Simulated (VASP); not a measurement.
CdSb2O2, 5 atoms in the cell. It takes space group P6mm (No. 183, hexagonal). Conventional cell: a = 5.421 Å, b = 5.421 Å, c = 4.251 Å, α = 90.00°, β = 90.00°, γ = 120.00°. Cd (site symmetry 6mm) has 12 O at 3.30 to 4.47 Å and 12 Sb at 3.53 to 4.08 Å and 2 Cd at 4.25 Å within 4.5 Å. Sb (site symmetry 3m) has 1 O at 1.56 Å within 2.1 Å. O (site symmetry 3m) has 1 Sb at 1.56 Å within 2.1 Å. The cell was built from a structure type or drawn by symmetry, and may not be a known phase.

- Program: VASP 6.6.1
- Task: single point
- Functional: PBE
- Potentials or basis: VASP PAW PBE potentials, release 64 (Cd_sv_GW, Sb_d_GW, O)
- Cutoff: 600 eV
- k mesh: 6 × 6 × 4
- Occupations: gaussian, width 0.1 eV
- Spin: no spin polarisation
- Dipole correction: no
- Further INCAR settings: ALGO = Normal; EDIFF = 1e-06; NBANDS = 39

Potentials or basis: VASP PAW PBE potentials, release 64 (Cd_sv_GW, Sb_d_GW, O).

The run is started by

```console
$ cat potpaw_PBE.64/Cd_sv_GW/POTCAR potpaw_PBE.64/Sb_d_GW/POTCAR potpaw_PBE.64/O/POTCAR > POTCAR
$ mpirun -np 1 vasp_std > vasp.out
```

Hardware: 1 thread of AMD EPYC 7R43 64-Core Processor (Zen 3) (shared host).

Q: How long does it take, and how much memory?

A: Wall time 4.7 min on 1 thread of AMD EPYC 7R43 64-Core Processor (Zen 3), with other jobs on the host, peak memory 0.3 GiB. Counts: scf iterations 15, k points 21.
